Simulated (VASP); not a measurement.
# Cu in VASP: notebook

Runs on Cu. Level: r2SCAN. Tasks: single point.

Program: VASP 6.6.1. These are calculated values, not measurements. Logs are shortened: lines on timing, memory, paths and dates and some standing lists are left out, and cuts for length are marked.

### 1 The cell of the first run

The typed cell holds 1 atom: a = 2.449 Å, b = 2.457 Å, c = 2.476 Å, α = 107.67°, β = 108.14°, γ = 112.47°.

### 2 Single point, r2SCAN

POSCAR

```
Cu
1.0
   -1.4471553690      1.4337440392      1.3601266570
    1.4472463215     -1.4399025159      1.3666790560
    1.4638359032      1.4565830501     -1.3665836942
Cu
1
Direct
   -0.0017728543     -0.0219278576      0.0249258529
```

INCAR.step1

```
SYSTEM = Cu
ALGO = All
EDIFF = 1E-5
ENCUT = 650
GGA = PE
GGA_COMPAT = .False.
ISEARCH = 1
ISMEAR = 0
LASPH = .True.
LCHARG = .False.
LREAL = .False.
LWAVE = .True.
NBANDS = 12
NELM = 300
PREC = Accurate
SIGMA = 0.1
```

INCAR.step2

```
SYSTEM = Cu
ALGO = All
EDIFF = 1E-6
ENCUT = 650
GGA_COMPAT = .False.
ISEARCH = 1
ISIF = 2
ISMEAR = 0
ISTART = 1
LASPH = .True.
LCHARG = .True.
LELF = .True.
LMIXTAU = .True.
LREAL = .False.
LVHAR = .True.
LWAVE = .False.
METAGGA = R2SCAN
NBANDS = 12
NELM = 300
PREC = Accurate
SIGMA = 0.1
```

KPOINTS

```
k-points
0
Gamma
  1 1 1
  0 0 0
```

Potentials or basis: VASP PAW PBE potentials, release 64 (Cu).

Run with:

```sh
> cat potpaw_PBE.64/Cu/POTCAR > POTCAR
> cp INCAR.step1 INCAR
> mpirun -np 4 vasp_gam > vasp.out
> cp INCAR.step2 INCAR
> mpirun -np 4 vasp_gam > vasp.out
```

OUTCAR:

```text
SYSTEM = Cu
   EDIFF = 1E-6
   ENCUT = 650
   ISIF = 2
   ISMEAR = 0
   ISTART = 1
   LASPH = .True.
   LREAL = .False.
   METAGGA = R2SCAN
   NELM = 300
   PREC = Accurate

 ion  position               nearest neighbor table
   1  0.998  0.978  0.025-

  LATTYP: Found a triclinic cell.
 ALAT       =     6.4703896735
 B/A-ratio  =     0.6303573513
 C/A-ratio  =     0.3827107509
 COS(alpha) =     0.0041851624
 COS(beta)  =     0.2701058063
 COS(gamma) =     0.9478165318

  Lattice vectors:

 A1 = (   5.8054839152,  -2.8569660209,   0.0066477608)
 A2 = (   2.8944016905,  -2.8736465551,   0.0065523990)
 A3 = (   1.4638359032,   1.4565830501,  -1.3665836942)

Analysis of symmetry for initial positions (statically):
=====================================================================
 Subroutine PRICEL returns:
 Original cell was already a primitive cell.

 Routine SETGRP: Setting up the symmetry group for a
 triclinic supercell.

 Subroutine GETGRP returns: Found  2 space group operations
 (whereof  1 operations were pure point group operations)
 out of a pool of  2 trial point group operations.

The static configuration has the point symmetry C_1 .
 The point group associated with its full space group is S_2 .

Analysis of symmetry for dynamics (positions and initial velocities):
=====================================================================
 Subroutine PRICEL returns:
 Original cell was already a primitive cell.

 Routine SETGRP: Setting up the symmetry group for a
 triclinic supercell.

 Subroutine GETGRP returns: Found  2 space group operations
 (whereof  1 operations were pure point group operations)
 out of a pool of  2 trial point group operations.

The dynamic configuration has the point symmetry C_1 .
 The point group associated with its full space group is S_2 .

 Subroutine INISYM returns: Found  2 space group operations
 (whereof  1 operations are pure point group operations),
 and found     1 'primitive' translations

----------------------------------------------------------------------------------------

                                     Primitive cell

  volume of cell :      11.4712

  direct lattice vectors                    reciprocal lattice vectors
    -1.447155369  1.433744039  1.360126657    -0.001999288  0.346814171  0.367512810
     1.447246321 -1.439902516  1.366679056     0.343509511 -0.001163200  0.366715380
     1.463835903  1.456583050 -1.366583694     0.341543640  0.344012211  0.000765558

  length of vectors
     2.449454052  2.456756564  2.476287691     0.505321414  0.502474186  0.484764938

  position of ions in fractional coordinates (direct lattice)
     0.998227146  0.978072142  0.024925853

  ion indices of the primitive-cell ions
   primitive index   ion index
                 1           1

----------------------------------------------------------------------------------------

 KPOINTS: k-points

Automatic generation of k-mesh.
 Grid dimensions read from file:
 generate k-points for:    1    1    1

 Generating k-lattice:

  Cartesian coordinates                     Fractional coordinates (reciprocal lattice)
    -0.001999288  0.346814171  0.367512810     1.000000000  0.000000000  0.000000000
     0.343509511 -0.001163200  0.366715380    -0.000000000  1.000000000  0.000000000
     0.341543640  0.344012211  0.000765558    -0.000000000  0.000000000  1.000000000

  Length of vectors
     0.505321414  0.502474186  0.484764938

  Shift w.r.t. Gamma in fractional coordinates (k-lattice)
     0.000000000  0.000000000  0.000000000

 Subroutine IBZKPT returns following result:
 ===========================================

 Found      1 irreducible k-points:

 Following reciprocal coordinates:
            Coordinates               Weight
  0.000000  0.000000  0.000000      1.000000
   k-points           NKPTS =      1   k-points in BZ     NKDIM =      1   number of bands    NBANDS=     12
   number of dos      NEDOS =    301   number of ions     NIONS =      1
   total plane-waves  NPLWV =   9600
   dimension x,y,z NGX =    20 NGY =   20 NGZ =   24
   dimension x,y,z NGXF=    40 NGYF=   40 NGZF=   48
   ions per type =               1
   NGX,Y,Z   is equivalent  to a cutoff of  13.57, 13.53, 16.11 a.u.
   NGXF,Y,Z  is equivalent  to a cutoff of  27.15, 27.07, 32.22 a.u.
 SYSTEM =  Cu
   PREC   = accura    normal or accurate (medium, high low for compatibility)
   ISTART =      1    job   : 0-new  1-cont  2-samecut
   ICHARG =      0    charge: 1-file 2-atom 10-const
   ISPIN  =      1    spin polarized calculation?
   LNONCOLLINEAR =      F non collinear calculations
   LSORBIT =      F    spin-orbit coupling
   LASPH  =      T    aspherical Exc in radial PAW
   ENCUT  =  650.0 eV  47.77 Ry    6.91 a.u.   5.09  5.11  5.15*2*pi/ulx,y,z
   NELM   =    300;   NELMIN=  2; NELMDL=  0     # of ELM steps
   EDIFF  = 0.1E-05   stopping-criterion for ELM
   LREAL  =      F    real-space projection
   EDIFFG = 0.1E-04   stopping-criterion for IOM
   NSW    =      0    number of steps for IOM
   IBRION =     -1    ionic relax: 0-MD 1-quasi-New 2-CG
   NFREE  =      0    steps in history (QN), initial steepest desc. (CG)
   ISIF   =      2    stress and relaxation
   ISYM   =      2    0-nonsym 1-usesym 2-fastsym
   POTIM  = 0.5000    time-step for ionic-motion
   TEBEG  =    0.0;   TEEND  =   0.0 temperature during run
   PSTRESS=    0.0 pullay stress
   NELECT =      11.0000    total number of electrons
   NUPDOWN=      -1.0000    fix difference up-down
   EMIN   =  10.00;   EMAX   =-10.00  energy-range for DOS
   EFERMI =   0.00;   METHOD = LEGACY
   ISMEAR =     0;   SIGMA  =   0.10  broadening in eV -4-tet -1-fermi 0-gaus
   EFERMI_NEDOS =   21; number of points for ismear=-14 and -15
   IALGO  =     58    algorithm
   IMIX   =      4    mixing-type and parameters
     AMIX     =   0.40;   BMIX     =  1.00
     AMIX_MAG =   1.60;   BMIX_MAG =  1.00
  volume/ion in A,a.u.               =      11.47        77.41
  Fermi-wavevector in a.u.,A,eV,Ry     =   1.614369  3.050714 35.459311  2.606186
  Thomas-Fermi vector in A             =   2.709288
   LORBIT       =      0    0 simple, 1 ext, 2 COOP (PROOUT), +10 PAW based schemes
   METAGGA = R2SCAN    functional components
   LHFCALC =     F    Hartree Fock is set to
   AEXX    =    0.0000 exact exchange contribution
   IVDW    =     0    specifies the selected vdW correction
   LEPSILON=     F    determine dielectric tensor
   LRPA    =     F    only Hartree local field effects (RPA)
 non-spin polarized calculation
 Gauss-broadening in eV      SIGMA  =   0.10
  energy-cutoff  :      650.00
  volume of cell :       11.47
 maximum number of plane-waves:       214
   NGX = 11   NGY = 11   NGZ = 11

 number of electron      11.0000000 magnetization

 Free energy of the ion-electron system (eV)
  ---------------------------------------------------
  ext. energy  EPLUGINS =         0.00000000
  ---------------------------------------------------
  free energy    TOTEN  =       -21.58172150 eV

  energy without entropy =      -21.49285417  energy(sigma->0) =      -21.53728783

 E-fermi :   4.0341     XC(G=0): -14.2882

 val. band max:        3.9970978014   @ k =   0.0000   0.0000   0.0000
 cond. band min:      33.6313378132   @ k =   0.0000   0.0000   0.0000
 fundamental gap:     29.6342400118
 Fermi energy:         4.0340693543

 k-point     1 :       0.0000    0.0000    0.0000
  band No.  band energies     occupation
      1      -2.3805      2.00000
      2       2.5022      2.00000
      3       2.9099      2.00000
      4       3.0071      2.00000
      5       3.9757      1.59560
      6       3.9971      1.40440
      7      33.6313      0.00000
      8      34.2011      0.00000
      9      35.6342      0.00000
     10      37.1093      0.00000
     11      37.9340      0.00000
     12      38.0784      0.00000

------------------------ aborting loop because EDIFF is reached ----------------------------------------

  FORCE on cell =-STRESS in cart. coord.  units (eV):
  Direction    XX          YY          ZZ          XY          YZ          ZX
  --------------------------------------------------------------------------------------
  -------------------------------------------------------------------------------------
  Total       -7.1991408     -7.1502454     -6.8106993     -0.0540922      0.0079968     -0.0001573
  in kB    -1005.5001511   -998.6709461   -951.2467243     -7.5550300      1.1169132     -0.0219763
  external PRESSURE =    -985.1392738 kB  Pullay stress =       0.0000000 kB

 VOLUME and BASIS-vectors are now :
 -----------------------------------------------------------------------------
  energy-cutoff  :      650.00
  volume of cell :       11.47
      direct lattice vectors                 reciprocal lattice vectors
    -1.447155369  1.433744039  1.360126657    -0.001999288  0.346814171  0.367512810
     1.447246321 -1.439902516  1.366679056     0.343509511 -0.001163200  0.366715380
     1.463835903  1.456583050 -1.366583694     0.341543640  0.344012211  0.000765558

 POSITION                                       TOTAL-FORCE (eV/Angst)
 -----------------------------------------------------------------------------------
      0.00741      0.05918      2.66036         0.000000      0.000000      0.000000
 -----------------------------------------------------------------------------------
    total drift:                                0.000507      0.000056     -0.000205

  FREE ENERGIE OF THE ION-ELECTRON SYSTEM (eV)
  ---------------------------------------------------
  free  energy   TOTEN  =       -21.5817214971 eV

  energy  without entropy=      -21.4928612567  energy(sigma->0) =      -21.53729138
```

Run time: 15 s. Hardware: 4 MPI ranks of Intel Xeon 6975P-C (Granite Rapids), shared host; peak memory 0.09 GiB.

What came out:

| Item | Value |
| --- | --- |
| Free energy | -21.5817 eV |
| Pressure | -98.5 GPa |
| Band gap on the k mesh | zero (an odd number of electrons rules out a gap without spin polarisation) |

Caveat: the k points lie up to 3.16 Å⁻¹ apart, too coarse for converged energies and pressures of a metal; the PAW data sets were made with another functional, which shifts forces and pressure a little.

### 3 Single point, r2SCAN

POSCAR

```
Cu
1.0
   -1.4427933200      1.4427933200      1.3760814500
    1.4427933200     -1.4427933200      1.3760814500
    1.4427933200      1.4427933200     -1.3760814500
Cu
1
Direct
    0.0000000000      0.0000000000      0.0000000000
```

INCAR.step1

```
PREC     = Accurate       # precision mode
ENCUT    = 650            # plane-wave cutoff, eV
ISMEAR   = 0              # smearing method
SIGMA    = 0.1            # smearing width, eV
LREAL    = False          # projectors in reciprocal space
LASPH    = True           # aspherical terms in the spheres
NELM     = 300            # most SCF steps
NBANDS   = 12             # bands
GGA      = PE             # functional
ALGO     = All            # electronic algorithm
EDIFF    = 1E-5           # SCF threshold, eV
LWAVE    = True           # write WAVECAR
LCHARG   = False          # write CHGCAR
GGA_COMPAT= False        
ISEARCH  = 1
```

INCAR.step2

```
PREC     = Accurate       # precision mode
ENCUT    = 650            # plane-wave cutoff, eV
EDIFF    = 1E-6           # SCF threshold, eV
ISMEAR   = 0              # smearing method
SIGMA    = 0.1            # smearing width, eV
LREAL    = False          # projectors in reciprocal space
LASPH    = True           # aspherical terms in the spheres
NELM     = 300            # most SCF steps
ALGO     = All            # electronic algorithm
ISIF     = 2              # what is computed and relaxed
LWAVE    = False          # write WAVECAR
LCHARG   = False          # write CHGCAR
METAGGA  = R2SCAN         # meta-GGA
LMIXTAU  = True         
NBANDS   = 12             # bands
ISTART   = 1            
GGA_COMPAT= False        
ISEARCH  = 1
```

KPOINTS

```
Automatic mesh
0
Gamma
  1 1 1
```

Potentials or basis: VASP PAW PBE potentials, release 64 (Cu).

Run with:

```sh
> cat potpaw_PBE.64/Cu/POTCAR > POTCAR
> cp INCAR.step1 INCAR
> mpirun -np 4 vasp_gam > vasp.out
> cp INCAR.step2 INCAR
> mpirun -np 4 vasp_gam > vasp.out
```

Run time: 7.7 s. Hardware: 4 MPI ranks of Intel Xeon 6975P-C (Granite Rapids), shared host; peak memory 0.09 GiB.

The run converged. Its results:

- Free energy: -21.5931 eV
- Pressure: -98.1 GPa
- Band gap on the k mesh: zero (an odd number of electrons rules out a gap without spin polarisation)

Stress tensor (GPa, compression positive):
```
-99.44   0.00   0.00
  0.00 -99.44   0.00
  0.00   0.00 -95.53
```

Levels at points of the mesh, in eV from the Fermi level:
```
           k point  band 3  band 4  band 5  band 6  band 7  band 8  band 9  band 10
(0.00, 0.00, 0.00)   -1.13   -1.13   -0.06   -0.04   30.10   30.10   31.35    33.89
```

Caveat: the k points lie up to 3.15 Å⁻¹ apart, too coarse for converged energies and pressures of a metal; the PAW data sets were made with another functional, which shifts forces and pressure a little.

The gap in the log of VASP goes by the Fermi energy; the results here count the filled bands.